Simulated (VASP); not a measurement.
Runs of VASP 6.6.1 on ZnS. It takes space group R3m (No. 160, trigonal). Conventional cell: a = 3.806 Å, b = 3.806 Å, c = 28.056 Å, α = 90.00°, β = 90.00°, γ = 120.00°. Within 3.1 Å of Zn (site symmetry 3m) lie 4 S at 2.33 to 2.34 Å. Zn (site symmetry 3m) has 4 S at 2.33 Å within 3.1 Å. Within 3.1 Å of Zn (site symmetry 3m) lie 4 S at 2.33 to 2.34 Å. S (site symmetry 3m) has 4 Zn at 2.33 to 2.34 Å within 3.1 Å. Within 3.1 Å of S (site symmetry 3m) lie 4 Zn at 2.33 to 2.34 Å. S (site symmetry 3m) has 4 Zn at 2.33 Å within 3.1 Å. 

| level | U | gap on the mesh (eV) | pressure (GPa) | largest force (eV/Å) |
| --- | --- | --- | --- | --- |
| LDA | - | 1.97 | -3.7 | 0.01 |
| LDA+U | Zn d U = 2.0 eV | 2.10 | -4.3 | 0.02 |
| LDA+U | Zn d U = 6.0 eV | 2.34 | (b) | 0.02 |
| LDA+U | Zn d U = 4.0 eV | 2.22 | (a) | 0.02 |

Alike in all rows: task single point; potentials or basis VASP PAW LDA potentials, release 64 (Zn, S); no spin polarisation; cell as given; k mesh 6 × 6 × 6; cutoff (eV) 500; smearing gaussian 0.01 eV.

Task: Fill in the values left out.

Result: (a) -5.1; (b) -6.0.

Caveats: the cell stands under tension.

A k mesh can miss the band edges.
